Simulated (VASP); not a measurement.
A run of VASP 6.6.1 is set up as follows.

INCAR

```
SYSTEM = Al7RhN8
  PREC = Accurate
  ENCUT = 520
  EDIFF = 1E-6
  ISMEAR = 0
  SIGMA = 0.05
  LREAL = Auto
  LASPH = .True.
  NELM = 150
  ALGO = Normal
  ISIF = 2
  LWAVE = .False.
  LCHARG = .False.
  ISPIN = 2
  MAGMOM = -0.31 0 0 0 0 0 0 0 0 0 0 0 -0.04 -0.04 -0.04 0
  LORBIT = 11
  LMAXMIX = 4
  GGA = PS
  NBANDS = 56
```

The input KPOINTS:

```
Automatic mesh
0
Gamma
  3 3 4
  0 0 0
```

Contents of POSCAR:

```
Al7RhN8
1.0
    6.2200009000      0.0000000000      0.0000000000
   -3.1100004000      5.3866788000      0.0000000000
    0.0000000000      0.0000000000      4.9800000000
Rh Al N
1 7 8
Direct
    0.3332115613      0.1672873167      0.9670025164
    0.3371524352      0.6691299461      0.0064966929
    0.8310097354      0.1628412527      0.0067394622
    0.8312705180      0.6690789620      0.0063765683
    0.1638091504      0.3364534779      0.4978083476
    0.1639564111      0.8287378261      0.4974977478
    0.6717424666      0.3364334148      0.4976738655
    0.6665031960      0.8336231416      0.5028267348
    0.3332061996      0.1673614626      0.4090220889
    0.3358177260      0.6684647710      0.3817808908
    0.8317487646      0.1643737163      0.3819538471
    0.8319002051      0.6684144230      0.3817133424
    0.1519113100      0.3481628199      0.8755005379
    0.1521889848      0.8049622370      0.8750210269
    0.6952935430      0.3479837801      0.8753603230
    0.6664697336      0.8336573798      0.8821300011
```

Potentials or basis: VASP PAW PBE potentials, release 64 (Rh_pv, Al, N).

The run is started by

```sh
$ cat potpaw_PBE.64/Rh_pv/POTCAR potpaw_PBE.64/Al/POTCAR potpaw_PBE.64/N/POTCAR > POTCAR
$ mpirun -np 1 vasp_std > vasp.out
```

Question: What does it give for the site moments?

Answer: Rh -0.36; Al -0.00; N -0.00, -0.03 (each value once) μB.

Question: What does it give for the largest force?

Answer: 0.109 eV/Å.

Question: What does it give for the net moment?

Answer: -0.61 μB per cell.

Question: What does it give for the pressure?

Answer: 6.3 GPa.

Forces in eV/Å, atoms in the order of the input:
```
Rh  -0.004 -0.009 -0.104
Al   0.057  0.030  0.053
Al   0.001 -0.055  0.043
Al  -0.056  0.027  0.054
Al  -0.015  0.008 -0.041
Al   0.008 -0.014 -0.042
Al   0.014  0.000 -0.038
Al  -0.008  0.008  0.000
N    0.001 -0.007  0.018
N   -0.003  0.002  0.004
N    0.003 -0.001  0.001
N    0.002  0.002  0.002
N    0.086 -0.051  0.015
N   -0.008  0.104  0.034
N   -0.083 -0.038  0.020
N    0.005 -0.006 -0.020
```

Caveat: the k points lie up to 0.39 Å⁻¹ apart; the PAW data sets were made with another functional, which shifts forces and pressure a little.
